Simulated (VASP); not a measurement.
C, 12 atoms in the cell. It takes space group R-3m (No. 166, trigonal). Conventional cell: a = 2.467 Å, b = 2.467 Å, c = 26.242 Å, α = 90.00°, β = 90.00°, γ = 120.00°. C (site symmetry 3m) has 3 C at 1.42 Å within 1.9 Å. Within 1.9 Å of C (site symmetry 3m) lie 3 C at 1.42 Å.  This cell differs from its parent crystal: strain along c alone, the other axes held: +2.0 %, then relaxed in part.

| Property | Result |
| --- | --- |
| Program | VASP 6.6.1 |
| Task | single point |
| Functional | PBE |
| Potentials or basis | VASP PAW PBE potentials, release 64 (C) |
| Cutoff | 520 eV |
| k mesh | 18 × 18 × 2 |
| Occupations | gaussian, width 0.01 eV |
| Spin | no spin polarisation |
| Dipole correction | no |
| Further INCAR settings | ALGO = Normal; EDIFF = 1e-06; NBANDS = 36 |

Potentials or basis: VASP PAW PBE potentials, release 64 (C).

Launch:

```sh
$ cat potpaw_PBE.64/C/POTCAR > POTCAR
$ mpirun -np 1 vasp_std > vasp.out
```

Hardware: 1 thread of Oxide Virtual Turin-like Processor, on a shared host.

Q: How long does it take, and how much memory?

A: Wall time 5 min on 1 thread of Oxide Virtual Turin-like Processor (shared host), peak memory 0.34 GiB. Counts: scf iterations 13, k points 74.
